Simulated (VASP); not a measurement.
# Pd in VASP: single point with PBE+D3(BJ)

Aim: the single point of Pd with PBE+D3(BJ).

All numbers are computed with VASP 6.6.1; they aren't measurements. Logs are shortened: lines on timing, memory, paths and dates and some standing lists are left out, and cuts for length are marked.

## Step 1: The cell of the first run

The cell holds a slab with vacuum, 12 atoms: a = 5.500 Å, b = 5.500 Å, c = 20.491 Å, α = 90.00°, β = 90.00°, γ = 120.00°.

## Step 2: Single point, PBE+D3(BJ)

The input, INCAR:

```
SYSTEM = Pd
PREC     = Accurate       ! precision mode
ENCUT    = 520            ! plane-wave cutoff, eV
EDIFF    = 1E-7           ! SCF threshold, eV
ISMEAR   = 0              ! smearing method
SIGMA    = 0.1            ! smearing width, eV
LREAL    = .FALSE.        ! projectors in reciprocal space
LASPH    = .TRUE.         ! aspherical terms in the spheres
NELM     = 80             ! most SCF steps
ALGO     = Normal         ! electronic algorithm
ISIF     = 2              ! what is computed and relaxed
LWAVE    = .FALSE.        ! write WAVECAR
LCHARG   = .FALSE.        ! write CHGCAR
LDIPOL   = .TRUE.       
IDIPOL   = 3            
DIPOL    = 0.5 0.5 0.502
GGA      = PE             ! functional
IVDW     = 12             ! dispersion correction
NBANDS   = 72             ! bands
```

The input, KPOINTS:

```
regular mesh
0
G
  4 4 1
  0 0 0
```

The input, POSCAR:

```
Pd
1.0
    5.5001966168      0.0000000000      0.0000000000
   -2.7500983084      4.7633099959      0.0000000000
    0.0000000000      0.0000000000     20.4908917320
Pd
12
Direct
    0.3333333333      0.1666666667      0.3904173671
    0.3333333333      0.6666666667      0.3904173671
    0.8333333333      0.1666666667      0.3904173671
    0.8333333333      0.6666666667      0.3904173671
    0.6666666667      0.3333333333      0.5018901797
    0.6666666667      0.8333333333      0.5018901797
    0.1666666667      0.3333333333      0.5018901797
    0.1666666667      0.8333333333      0.5018901797
    0.0000000000      0.5000000000      0.6133489833
    0.0000000000      0.0000000000      0.6133489833
    0.5000000000      0.5000000000      0.6133489833
    0.5000000000      0.0000000000      0.6133489833
```

Potentials or basis: VASP PAW PBE potentials, release 64 (Pd).

Launch:

```
> cat potpaw_PBE.64/Pd/POTCAR > POTCAR
> mpirun -np 1 vasp_std > vasp.out
```

OUTCAR:

```text
SYSTEM = Pd
   PREC = Accurate
   ENCUT = 520
   EDIFF = 1E-7
   ISMEAR = 0
   LREAL = .FALSE.
   LASPH = .TRUE.
   NELM = 80
   ISIF = 2
   GGA = PE
   IVDW = 12
 IVDW          = 12

 ion  position               nearest neighbor table
   1  0.333  0.167  0.390-   2 2.75   4 2.75   2 2.75   4 2.75   3 2.75   3 2.75   7 2.78   8 2.78
                             5 2.78
   2  0.333  0.667  0.390-   1 2.75   3 2.75   1 2.75   3 2.75   4 2.75   4 2.75   8 2.78   7 2.78
                             6 2.78
   3  0.833  0.167  0.390-   2 2.75   4 2.75   4 2.75   2 2.75   1 2.75   1 2.75   5 2.78   6 2.78
                             7 2.78
   4  0.833  0.667  0.390-   1 2.75   3 2.75   3 2.75   1 2.75   2 2.75   2 2.75   6 2.78   5 2.78
                             8 2.78
   5  0.667  0.333  0.502-   6 2.75   8 2.75   6 2.75   8 2.75   7 2.75   7 2.75  12 2.78   9 2.78
                            11 2.78   3 2.78   4 2.78   1 2.78
   6  0.667  0.833  0.502-   5 2.75   7 2.75   5 2.75   7 2.75   8 2.75   8 2.75  11 2.78  10 2.78
                            12 2.78   4 2.78   3 2.78   2 2.78
   7  0.167  0.333  0.502-   6 2.75   8 2.75   8 2.75   6 2.75   5 2.75   5 2.75  10 2.78  11 2.78
                             9 2.78   1 2.78   2 2.78   3 2.78
   8  0.167  0.833  0.502-   5 2.75   7 2.75   7 2.75   5 2.75   6 2.75   6 2.75   9 2.78  12 2.78
                            10 2.78   2 2.78   1 2.78   4 2.78
   9  0.000  0.500  0.613-  10 2.75  12 2.75  10 2.75  12 2.75  11 2.75  11 2.75   8 2.78   5 2.78
[... 14 lines left out ...]
 A1 = (   5.5001966168,   0.0000000000,   0.0000000000)
 A2 = (  -2.7500983084,   4.7633099959,   0.0000000000)
 A3 = (   0.0000000000,   0.0000000000,  20.4908917320)

Analysis of symmetry for initial positions (statically):
=====================================================================
 Subroutine PRICEL returns following result:

  LATTYP: Found a hexagonal cell.
 ALAT       =     2.7500983084
 C/A-ratio  =     7.4509669961

  Lattice vectors:

 A1 = (   2.7500983084,   0.0000000000,   0.0000000000)
 A2 = (  -1.3750491542,   2.3816549980,   0.0000000000)
 A3 = (   0.0000000000,   0.0000000000,  20.4908917320)

   4 primitive cells build up your supercell.

 Routine SETGRP: Setting up the symmetry group for a
 hexagonal supercell.

 Subroutine GETGRP returns: Found  6 space group operations
 (whereof  6 operations were pure point group operations)
 out of a pool of 24 trial point group operations.

The static configuration has the point symmetry C_3v.

Analysis of symmetry for dynamics (positions and initial velocities):
=====================================================================
[... 124 lines left out ...]
  Fermi-wavevector in a.u.,A,eV,Ry     =   0.993541  1.877521 13.430643  0.987124
  Thomas-Fermi vector in A             =   2.125430
   LORBIT       =      0    0 simple, 1 ext, 2 COOP (PROOUT), +10 PAW based schemes
   GGA     = PE    functional components
   LHFCALC =     F    Hartree Fock is set to
   AEXX    =    0.0000 exact exchange contribution
   IVDW    =    12    specifies the selected vdW correction
   LEPSILON=     F    determine dielectric tensor
   LRPA    =     F    only Hartree local field effects (RPA)
 non-spin polarized calculation
 Gauss-broadening in eV      SIGMA  =   0.10
  energy-cutoff  :      520.00
  volume of cell :      536.84
 maximum number of plane-waves:     14460
 NGX is ok and might be reduce to    42
   NGX = 21   NGY = 21   NGZ = 77

 dipolmoment           0.000000      0.000000     -0.000001 electrons x Angstroem

 number of electron     119.9999968 magnetization

 dipolmoment           0.000000      0.000000      0.000002 electrons x Angstroem

 Free energy of the ion-electron system (eV)
  ---------------------------------------------------
  ext. energy  EPLUGINS =         0.00000000
  ---------------------------------------------------
  free energy    TOTEN  =       -58.15000397 eV

  energy without entropy =      -58.00668846  energy(sigma->0) =      -58.07834622

 E-fermi :  -0.3703     XC(G=0):  -5.2078

 val. band max:       -0.4159905996   @ k =   0.5000  -0.0000   0.0000
 cond. band min:      -0.3327523081   @ k =   0.2500  -0.0000   0.0000
 fundamental gap:      0.0832382915
 Fermi energy:        -0.3702705547

 k-point     1 :       0.0000    0.0000    0.0000
  band No.  band energies     occupation
      1      -6.6401      2.00000
      2      -5.3276      2.00000
      3      -5.2770      2.00000
      4      -5.2504      2.00000
      5      -5.2504      2.00000
      6      -5.2504      2.00000
[... 289 lines left out ...]
     71       4.9763      0.00000
     72       5.4381      0.00000

------------------------ aborting loop because EDIFF is reached ----------------------------------------

 vacuum level on the upper side and lower side of the slab       (xc-potential included)        -0.064        -0.065

 Edisp (eV)   -5.33439

 E8    (eV) :    -2.4654

  FORCE on cell =-STRESS in cart. coord.  units (eV):
  Direction    XX          YY          ZZ          XY          YZ          ZX
  --------------------------------------------------------------------------------------
  -------------------------------------------------------------------------------------
  Total      -9.01433    -9.01433    -0.38425     0.00000     0.00000     0.00000
  in kB     -26.90271   -26.90271    -1.14678     0.00000     0.00000     0.00000
  external pressure =      -18.32 kB  Pullay stress =        0.00 kB

 VOLUME and BASIS-vectors are now :
 -----------------------------------------------------------------------------
  energy-cutoff  :      520.00
  volume of cell :      536.84
      direct lattice vectors                 reciprocal lattice vectors
     5.500196617  0.000000000  0.000000000     0.181811682  0.104969024  0.000000000
    -2.750098308  4.763309996  0.000000000     0.000000000  0.209938047  0.000000000
     0.000000000  0.000000000 20.490891732     0.000000000  0.000000000  0.048802171

 POSITION                                       TOTAL-FORCE (eV/Angst)
 -----------------------------------------------------------------------------------
      1.37505      0.79388      8.00000        -0.000000      0.000000      0.013529
     -0.00000      3.17554      8.00000        -0.000000     -0.000000      0.013529
      4.12515      0.79388      8.00000        -0.000000      0.000000      0.013529
      2.75010      3.17554      8.00000        -0.000000     -0.000000      0.013529
      2.75010      1.58777     10.28418         0.000000     -0.000000     -0.001366
      1.37505      3.96942     10.28418         0.000000     -0.000000     -0.001366
      0.00000      1.58777     10.28418         0.000000     -0.000000     -0.001366
     -1.37505      3.96942     10.28418         0.000000      0.000000     -0.001366
     -1.37505      2.38165     12.56807         0.000000      0.000000     -0.012163
      0.00000      0.00000     12.56807         0.000000      0.000000     -0.012163
      1.37505      2.38165     12.56807         0.000000      0.000000     -0.012163
      2.75010      0.00000     12.56807         0.000000      0.000000     -0.012163
 -----------------------------------------------------------------------------------
    total drift:                               -0.000000      0.000000      0.000097

  FREE ENERGIE OF THE ION-ELECTRON SYSTEM (eV)
  ---------------------------------------------------
  free  energy   TOTEN  =       -63.4843916781 eV

  energy  without entropy=      -63.3410761655  energy(sigma->0) =      -63.41273392

 vacuum level on the upper side and lower side of the slab         4.936         4.936
```

OSZICAR:

```text
N       E                     dE             d eps       ncg     rms          rms(c)
DAV:   1     0.789006162940E+03    0.78901E+03   -0.53479E+04   576   0.142E+03
DAV:   2    -0.160536923922E+02   -0.80506E+03   -0.75518E+03   672   0.301E+02
DAV:   3    -0.597553146653E+02   -0.43702E+02   -0.39776E+02   696   0.639E+01
[... 22 lines left out ...]
DAV:  26    -0.581500021534E+02   -0.53199E-05   -0.29277E-07   432   0.159E-03    0.119E-03
DAV:  27    -0.581500035689E+02   -0.14154E-05   -0.81731E-08   416   0.592E-04    0.859E-04
DAV:  28    -0.581500037811E+02   -0.21225E-06   -0.16890E-08   352   0.643E-04    0.231E-04
DAV:  29    -0.581500039406E+02   -0.15951E-06   -0.11203E-08   352   0.337E-04    0.110E-04
DAV:  30    -0.581500039729E+02   -0.32249E-07   -0.19217E-09   344   0.128E-04
   1 F= -.63484392E+02 E0= -.63412734E+02  d E =-.143316E+00
```

stdout:

```text
POSCAR found type information on POSCAR Pd
 POSCAR found :  1 types and      12 ions
 scaLAPACK will be used
 LDA part: xc-table for (Slater+PW92), standard interpolation
 POSCAR, INCAR and KPOINTS ok, starting setup
 FFT: planning ... GRIDC
 FFT: planning ... GRID_SOFT
 FFT: planning ... GRID
 WAVECAR not read
 entering main loop
```

Run time: 8 min. Hardware: 1 thread of Intel Xeon 6975P-C, shared host; peak memory 0.62 GiB.

What came out:

| Property | Result |
| --- | --- |
| Free energy | -63.4844 eV |
| Largest force | 0.014 eV/Å |
| Band gap on the k mesh | zero (band 60 reaches -0.03 eV, above the bottom of band 61 at -0.48 eV) |
| Dispersion energy per atom | -0.445 eV |

Forces on the atoms (eV/Å):
```
Pd   0.000  0.000  0.014
Pd   0.000  0.000  0.014
Pd   0.000  0.000  0.014
Pd   0.000  0.000  0.014
Pd   0.000  0.000 -0.001
Pd   0.000  0.000 -0.001
Pd   0.000  0.000 -0.001
Pd   0.000  0.000 -0.001
Pd   0.000  0.000 -0.012
Pd   0.000  0.000 -0.012
Pd   0.000  0.000 -0.012
Pd   0.000  0.000 -0.012
```

Levels at points of the mesh, in eV from the Fermi level:
```
           k point  band 57  band 58  band 59  band 60  band 61  band 62  band 63  band 64
(0.00, 0.00, 0.00)     0.09     0.34     0.34     0.34     0.37     0.37     0.37     1.50
(0.50, 0.00, 0.00)    -0.11    -0.11    -0.10    -0.10    -0.05    -0.05     0.16     0.16
```
